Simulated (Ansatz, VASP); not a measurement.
BaS: VASP beside Ansatz

```xyz
4
Lattice="-3.2158 -0.0003 -3.2184 -3.2164 -3.2187 0.0003 -6.4266 3.2119 3.2137" Properties=species:S:1:pos:R:3 pbc="T T T"
Ba   -3.2164   -0.0015   -0.0009
Ba   -9.6461   -0.0049   -0.0029
S    -6.4271   -0.0044   -0.0030
S   -12.8573   -0.0073   -0.0043
```

Change from the starting cell: cell x2, atoms moved at random (sigma 0.15 Å) and cell strained at random (1.5 %), then relaxed without symmetry.

Alike in both runs: functional PBE; k mesh 4 × 4 × 4; occupations gaussian, width 0.1 eV; no spin polarisation.

Ansatz relaxed the structure, and its values are those at the end. VASP's run is a single point on that final structure, the one shown.

|  | VASP | Ansatz |
| --- | --- | --- |
| version | VASP 6.6.1 | Ansatz 0.2.0 |
| potentials or method | VASP PAW PBE potentials, release 64 (Ba_sv, S), cutoff 520 eV | scalar-relativistic, plane waves, PAW |
| valence electrons in the cell | 32 | 32 |

VASP gave:

- gap on the k mesh at the Fermi level (eV): 2.14
- least direct gap on the mesh (eV): 2.28
- pressure (GPa): 0.5
- rms of the force components (eV/Å): 0.005

Task: Estimate Ansatz's values.

Result: gap on the k mesh at the Fermi level (eV): 2.23; least direct gap on the mesh (eV): 2.35; pressure (GPa): -0.1; rms of the force components (eV/Å): 0.004.

With one functional, cell and mesh, what is left measures potentials, basis and numerics.

Spin-orbit coupling is off throughout.
